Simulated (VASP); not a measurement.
A run of VASP 6.6.1 is set up as follows.

File INCAR:

```
ALGO = Normal ; EDIFF = 1E-6
ENCUT = 520 ; GGA = CA
ISIF = 2 ; ISMEAR = 0
LASPH = T ; LCHARG = F
LREAL = F ; LWAVE = F
NBANDS = 35 ; NELM = 80
PREC = Accurate ; SIGMA = 0.05
```

Contents of KPOINTS:

```
k-points
0
Gamma
  6 6 8
```

POSCAR

```
SnO2
1.0
    4.8820573695      0.0000000000      0.0000000000
    0.0000000000      4.8826571076      0.0000000000
    0.0000000000      0.0000000000      3.2983446198
Sn O
2 4
Direct
    0.5000000000      0.5000000000      0.5000000000
    0.0000000000      0.0000000000      0.0000000000
    0.3059833077      0.2932176170      0.0000000000
    0.8059833077      0.2067823830      0.5000000000
    0.1940166923      0.7932176170      0.5000000000
    0.6940166923      0.7067823830      0.0000000000
```

Potentials or basis: VASP PAW LDA potentials, release 64 (Sn_d, O).

Run with:

```sh
$ cat potpaw_LDA.64/Sn_d/POTCAR potpaw_LDA.64/O/POTCAR > POTCAR
$ mpirun -np 1 vasp_std > vasp.out
```

(1) Estimate the largest force.

(2) Predict the band gap on the k mesh.

(3) Predict the pressure.

Answers

(1) 0.968 eV/Å.

(2) 0.19 eV (least direct gap 0.20 eV).

(3) -16.7 GPa.

Caveat: the cell differs from its parent crystal (atoms shifted along a free coordinate); the cell stands under tension; semilocal functionals underestimate gaps, and a narrow one can read as zero; spin-orbit coupling is left out, which moves the levels of the heavy elements.
